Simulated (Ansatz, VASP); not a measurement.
**C in VASP and in Ansatz**

The input INCAR:

```
SYSTEM = C
PREC = Accurate
ENCUT = 520
EDIFF = 1E-7
ISMEAR = 0
SIGMA = 0.05
LREAL = .False.
LASPH = .True.
NELM = 100
ALGO = Normal
ISIF = 2
LWAVE = .False.
LCHARG = .False.
GGA = PE
NBANDS = 26
```

File KPOINTS:

```
Automatic mesh
0
Gamma
  12 12 4
  0 0 0
```

File POSCAR:

```
C
1.0
    2.5601158911      0.0000000000      0.0000000000
   -1.2800579455      2.2171253983      0.0000000000
    0.0000000000      0.0000000000      8.4433802906
C
8
Direct
   -0.0137570027     -0.0275140053      0.0929732494
   -0.0137570027     -0.0275140053      0.5929732494
   -0.0137570027     -0.0275140053      0.4070267506
   -0.0137570027     -0.0275140053      0.9070267506
    0.3470903360      0.6941806720      0.1555299995
    0.6804236693      0.3608473387      0.6555299995
    0.3470903360      0.6941806720      0.3444700005
    0.6804236693      0.3608473387      0.8444700005
```

Input for Ansatz:

```yaml
crystal:
  lattice:
    - [2.5601158911, 0.0, 0.0]
    - [-1.2800579455, 2.2171253983, 0.0]
    - [0.0, 0.0, 8.4433802906]
  atoms:
    - { symbol: C, position: [-0.0137570027, -0.0275140053, 0.0929732494] }
    - { symbol: C, position: [-0.0137570027, -0.0275140053, 0.5929732494] }
    - { symbol: C, position: [-0.0137570027, -0.0275140053, 0.4070267506] }
    - { symbol: C, position: [-0.0137570027, -0.0275140053, 0.9070267506] }
    - { symbol: C, position: [0.347090336, 0.694180672, 0.1555299995] }
    - { symbol: C, position: [0.6804236693, 0.3608473387, 0.6555299995] }
    - { symbol: C, position: [0.347090336, 0.694180672, 0.3444700005] }
    - { symbol: C, position: [0.6804236693, 0.3608473387, 0.8444700005] }
basis:
  ecutwfc: 520.0
kpoints:
  mp_grid: { grid: [12, 12, 4] }
hamiltonian:
  xc: pbe
  pseudopotentials: { kind: paw, azcp: { folder: soft_1 } }
scf:
  occupations: { method: gaussian, width: 0.05 }
output:
  forces: true
  stress: true
  eigenvalues: true
```

Change from the starting cell: mode 14 frozen in at -0.060 Å, equal normal strain along x, y and z +0.0167.

Alike in both runs: task single point; functional PBE; k mesh 12 × 12 × 4; occupations gaussian, width 0.05 eV; no spin polarisation.

```csv
,VASP,Ansatz
version,VASP 6.6.1,Ansatz 0.2.0
potentials or method,"VASP PAW PBE potentials, release 64 (C), cutoff 520 eV","scalar-relativistic, plane waves, PAW"
valence electrons in the cell,32,32
```

|  | VASP | Ansatz | Ansatz less VASP |
| --- | --- | --- | --- |
| gap on the k mesh at the Fermi level (eV) | 2.94 | 2.95 | +0.009 |
| least direct gap on the mesh (eV) | 3.32 | 3.32 | +0.002 |
| pressure (GPa) | -14.2 | -14.7 | -0.50 |
| traceless stress, the component that is largest in VASP (GPa) | 3.78 | 3.73 | -0.050 |
| rms of the force components (eV/Å) | 1.994 | 1.978 | -0.0159 |

Atom by atom the forces differ by 0.016 eV/Å (rms over components).
